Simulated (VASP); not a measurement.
# H (I4/mmm) in VASP: notebook, part 2 of 2

VASP 6.6.1. Earlier steps stand in the parts before.

## Step 5: Relaxation of cell and atoms, RPBE

Contents of INCAR:

```
PREC = Accurate ; ENCUT = 1230
EDIFF = 1E-7 ; ISMEAR = -1
SIGMA = 0.05 ; LREAL = F
LASPH = T ; NELM = 120
ALGO = Normal ; ISIF = 3
LWAVE = F ; LCHARG = F
GGA = RP ; IBRION = 2
NSW = 60 ; EDIFFG = -0.01
GGA_COMPAT = F ; NELMIN = 4
```

Contents of KPOINTS:

```
regular mesh
0
Gamma
  11 11 11
```

Contents of POSCAR:

```
H
1.0
   -1.6915344700      1.6915344700      2.0584739900
    1.6915344700     -1.6915344700      2.0584739900
    1.6915344700      1.6915344700     -2.0584739900
H
2
Direct
    0.0901377100      0.0901377100      0.0000000000
    0.9098622900      0.9098622900      0.0000000000
```

Potentials or basis: VASP PAW PBE potentials, release 64 (H_h).

The run is started by

```console
> cat potpaw_PBE.64/H_h/POTCAR > POTCAR
> mpirun -np 1 vasp_std > vasp.out
```

OUTCAR:

```text
PREC = Accurate
   ENCUT = 1230
   EDIFF = 1E-7
   ISMEAR = -1
   LREAL = F
   LASPH = T
   NELM = 120
   ISIF = 3
   GGA = RP
   IBRION = 2
   NSW = 60
   EDIFFG = -0.01
   NELMIN = 4

 ion  position               nearest neighbor table
   1  0.090  0.090  0.000-   2 0.74
   2  0.910  0.910  0.000-   1 0.74

  LATTYP: Found a body centered tetragonal cell.
 ALAT       =     3.3830689400
 C/A-ratio  =     1.2169270130

  Lattice vectors:

 A1 = (  -1.6915344700,   1.6915344700,   2.0584739900)
 A2 = (   1.6915344700,  -1.6915344700,   2.0584739900)
 A3 = (   1.6915344700,   1.6915344700,  -2.0584739900)

Analysis of symmetry for initial positions (statically):
=====================================================================
[... 358 lines left out ...]
  ext. energy  EPLUGINS =         0.00000000
  ---------------------------------------------------
  free energy    TOTEN  =        -7.06267977 eV

  energy without entropy =       -7.06267977  energy(sigma->0) =       -7.06267977

 E-fermi :  -8.1459     XC(G=0):  -4.3095

 val. band max:       -9.1802300174   @ k =  -0.4545   0.4545   0.4545
 cond. band min:       0.3524870028   @ k =   0.4545   0.0000  -0.0000
 fundamental gap:      9.5327170202
 Fermi energy:        -8.1459086629

 k-point     1 :       0.0000    0.0000    0.0000
  band No.  band energies     occupation
      1     -10.1989      2.00000
      2       2.3196      0.00000
      3       6.0454      0.00000
      4      10.9313      0.00000
      5      10.9313      0.00000
[... 177 lines left out ...]
 k-point    24 :      -0.1818    0.1818    0.0000
  band No.  band energies     occupation
      1      -9.9906      2.00000
      2       1.9827      0.00000
      3       5.2479      0.00000
      4       9.4547      0.00000
      5       9.9040      0.00000

 [... further k-points ...]
[... 5 lines left out ...]
  --------------------------------------------------------------------------------------
  -------------------------------------------------------------------------------------
  Total       -0.0147561     -0.0147561     -0.0079608      0.0000000     -0.0000000      0.0000000
  in kB       -0.6436904     -0.6436904     -0.3472673      0.0000000     -0.0000000      0.0000000
  external PRESSURE =      -0.5448827 kB  Pullay stress =       0.0000000 kB
[... 17 lines left out ...]
  FREE ENERGIE OF THE ION-ELECTRON SYSTEM (eV)
  ---------------------------------------------------
  free  energy   TOTEN  =        -7.0626797735 eV

  energy  without entropy=       -7.0626797734  energy(sigma->0) =       -7.06267977

 reached required accuracy - stopping structural energy minimisation
```

OSZICAR:

```text
N       E                     dE             d eps       ncg     rms          rms(c)
DAV:   1    -0.680373006939E+01   -0.68037E+01   -0.93393E+02  1260   0.550E+02
DAV:   2    -0.760204652976E+01   -0.79832E+00   -0.79832E+00  1685   0.253E+01
[... 109 lines left out ...]
DAV:   1    -0.706333528054E+01   -0.10290E-02   -0.46172E-02  1260   0.162E+00    0.163E-01
DAV:   2    -0.706287183961E+01    0.46344E-03   -0.50607E-04  1310   0.135E-01    0.877E-02
DAV:   3    -0.706268230974E+01    0.18953E-03   -0.60718E-04  1360   0.108E-01    0.483E-03
DAV:   4    -0.706268047041E+01    0.18393E-05   -0.82544E-06  1385   0.291E-02    0.215E-03
DAV:   5    -0.706267979446E+01    0.67596E-06   -0.80272E-07  1545   0.739E-03    0.475E-04
DAV:   6    -0.706267977350E+01    0.20962E-07   -0.24391E-08  1360   0.187E-03
  15 F= -.70626798E+01 E0= -.70626798E+01  d E =-.744965E-03
```

CONTCAR:

```text
H
   1.00000000000000
    -1.9672656153715549    1.9672656153715549    2.3725703427309530
     1.9672656153715549   -1.9672656153715549    2.3725703427309530
     1.9672656153715549    1.9672656153715549   -2.3725703427309530
  H
     2
Direct
     0.0787089309225819    0.0787089309225819    0.0000000000000000
     0.9212910690774180    0.9212910690774180    0.0000000000000000

  0.00000000E+00  0.00000000E+00  0.00000000E+00
  0.00000000E+00  0.00000000E+00  0.00000000E+00
```

It took 4.2 min on 1 thread of Intel Xeon Platinum 8259CL at 2.50GHz (Skylake/Cascade Lake), shared host; peak memory 0.22 GiB.

What came out:

| Item | Value |
| --- | --- |
| Free energy | -7.0627 eV |
| Relaxed volume | 18.36 Å³/atom |
| Relaxed cell | a = 3.656 Å, b = 3.656 Å, c = 3.656 Å, α = 114.90°, β = 114.90°, γ = 99.09° |
| Space group after relaxing (to 0.1 Å) | I4/mmm (No. 139) |
| Energy gained by relaxing | 13.7 meV/atom |
| Ionic steps | 15 |
| Pressure after relaxing | -0.1 GPa |
| Band gap on the k mesh | 9.53 eV (least direct gap 9.89 eV) |

Step by step:
```tsv
step	energy change (eV)	largest force (eV/Å)	pressure (GPa)	volume (Å³)
1	0.0000	0.0569	1.12	23.56
2	-0.0009	0.2569	0.56	23.84
3	-0.0009	0.1959	0.67	23.79
4	-0.0017	0.1927	0.66	23.90
5	-0.0038	0.1825	0.62	24.25
6	-0.0077	0.1603	0.55	24.97
7	-0.0143	0.1076	0.45	26.43
8	-0.0230	0.0300	0.34	29.54
9	-0.0249	0.4425	0.42	36.46
10	-0.0260	0.3167	0.27	37.02
11	-0.0267	0.0608	-0.03	38.23
12	-0.0267	0.0978	0.01	38.05
13	-0.0268	0.0876	0.00	37.92
14	-0.0271	0.0574	-0.02	37.52
15	-0.0275	0.0012	-0.05	36.73
```

Final structure:
```yaml
crystal:
  lattice:
    - [-1.96727, 1.96727, 2.37257]
    - [1.96727, -1.96727, 2.37257]
    - [1.96727, 1.96727, -2.37257]
  atoms:
    - { symbol: H, position: [0.07871, 0.07871, 0.00000] }
    - { symbol: H, position: [0.92129, 0.92129, 0.00000] }
```

Caveat: the volume moved by over 15 % at a fixed basis, so the end points are rough; this functional lacks dispersion, which holds the molecules together, so the pressure and a relaxed volume are unreliable; the PAW data sets were made with another functional, which shifts forces and pressure a little. A k mesh can miss the band edges.

## Step 6: Summary

| level | cutoff (eV) | gap on the mesh (eV) | pressure (GPa) | relaxed volume (Å³/atom) |
| --- | --- | --- | --- | --- |
| PBE+D3(BJ) | 1230 | 8.96 | 0.1 | 11.80 |
| r2SCAN | 1350 | 10.21 | 0.0 | 14.65 |
| revPBE | 1230 | 9.76 | 0.0 | 19.73 |
| RPBE | 1230 | 9.53 | -0.1 | 18.36 |

Alike in all rows: task relaxation of cell and atoms; potentials or basis VASP PAW PBE potentials, release 64 (H_h); no spin polarisation; cell relaxed; k mesh 11 × 11 × 11; smearing fermi-dirac 0.05 eV.

Caveats: the volume moved by over 15 % at a fixed basis, so the end points are rough (at least some runs); the PAW data sets were made with another functional, which shifts forces and pressure a little (at least some runs); this functional lacks dispersion, which holds the molecules together, so the pressure and a relaxed volume are unreliable (at least some runs).

Total energies depend on the potentials used, so only differences within one code and one set of settings carry meaning.
